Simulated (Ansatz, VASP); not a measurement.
## One calculation of TiO2, two programs

```xyz
6
Lattice="-1.8889 1.8889 4.6959 1.8889 -1.8889 4.6959 1.8889 1.8889 -4.6959" Properties=species:S:1:pos:R:3 pbc="T T T"
Ti    0.0000    1.8889    2.3479
Ti    0.0000    0.0000    0.0000
O     0.0000    1.8889    0.3776
O     0.0000    0.0000    7.4214
O     0.0000    0.0000    1.9704
O     0.0000    1.8889    4.3183
```

Change from the starting cell: uniaxial_z strain -2.0%.

Alike in both runs: task single point; functional PBE; k mesh 10 × 10 × 10; occupations fermi-dirac, width 0.02 eV; no spin polarisation.

|  | VASP | Ansatz |
| --- | --- | --- |
| version | VASP 6.6.1 | Ansatz 0.2.0 |
| potentials or method | VASP PAW PBE potentials, release 64 (Ti_sv, O) | plane waves, PAW |
| plane-wave cutoff (eV) | 520 | 420 |
| valence electrons in the cell | 48 | 48 |

```csv
,VASP,Ansatz,Ansatz less VASP
gap on the k mesh at the Fermi level (eV),2.09,2.11,+0.025
pressure (GPa),8.9,8.2,-0.74
"traceless stress, the component that is largest in VASP (GPa)",1.04,0.97,-0.064
rms of the force components (eV/Å),0.059,0.047,-0.0118
```

Atom by atom the forces differ by 0.012 eV/Å (rms over components). The functional is the same, so the differences come from potentials, cutoffs and numerics.
